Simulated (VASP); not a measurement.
**SiC20: single point with LDA**

The system is SiC20, a slab with vacuum.

```
CELL_PARAMETERS angstrom
8.46784 0.00000 0.00000
-2.11696 8.61254 0.00000
0.00000 0.00000 20.23885
ATOMIC_POSITIONS crystal
C 0.07830 0.97986 0.19764
C 0.57830 0.97986 0.19764
C 0.41163 0.97986 0.19764
C 0.91163 0.97986 0.19764
C 0.32326 0.95972 0.25742
C 0.82326 0.95972 0.25742
C 0.15660 0.95972 0.25742
C 0.65660 0.95972 0.25742
C 0.06722 0.93953 0.31710
C 0.56722 0.93953 0.31710
C 0.40255 0.93953 0.31710
C 0.90255 0.93953 0.31710
C 0.31156 0.91922 0.37704
C 0.81156 0.91922 0.37704
C 0.14805 0.91922 0.37704
C 0.64805 0.91922 0.37704
C 0.04808 0.90066 0.43179
C 0.54808 0.90066 0.43179
C 0.40225 0.90066 0.43179
C 0.90225 0.90066 0.43179
Si 0.04808 0.65066 0.43215
```

```
Program                : VASP 6.6.1
Task                   : single point
Functional             : LDA
Potentials or basis    : VASP PAW LDA potentials, release 64 (C, Si)
Cutoff                 : 520 eV
k mesh                 : 4 × 3 × 1
Occupations            : gaussian, width 0.1 eV
Spin                   : no spin polarisation
Dipole correction      : yes
Further INCAR settings : LREAL = Auto; ALGO = Normal; EDIFF = 1e-07; NBANDS = 58
```

```yaml
Largest_force: 7.115 eV/Å
Band_gap_on_the_k_mesh: 0.10 eV, indirect (least direct gap 0.32 eV)
```

Forces on the atoms (eV/Å):
```
C   -6.893 -0.080  0.956
C   -7.043 -0.173  0.994
C    6.933 -0.172  1.073
C    6.975 -0.227  0.989
C   -0.355  0.215 -1.132
C   -0.438  0.221 -1.142
C    0.256  0.177 -1.041
C    0.455  0.189 -0.994
C    0.080  0.134 -0.539
C   -0.006  0.023 -0.130
C   -0.009  0.003 -0.112
C    0.007 -0.003 -0.215
C    0.046 -0.172 -0.216
C   -0.387  0.214 -0.400
C    0.249 -0.035 -1.463
C    0.581  0.095 -0.080
C    3.684 -2.472  1.777
C    0.427 -0.108  0.429
C   -0.529 -0.281  0.593
C   -3.768 -0.430  0.640
Si  -0.264  2.882  0.011
```

Levels at points of the mesh, in eV from the valence-band top:
```csv
k point,band 40,band 41,band 42,band 43,band 44,band 45
"(0.00, 0.00, 0.00)",-0.99,-0.38,-0.22,0.10,0.41,0.80
"(0.50, 0.00, 0.00)",-1.32,-1.28,0.00,0.43,0.57,0.71
```

Wall time 21 min on 1 thread of AMD EPYC 9R45 96-Core Processor (Zen 5) (shared host), peak memory 1 GiB.
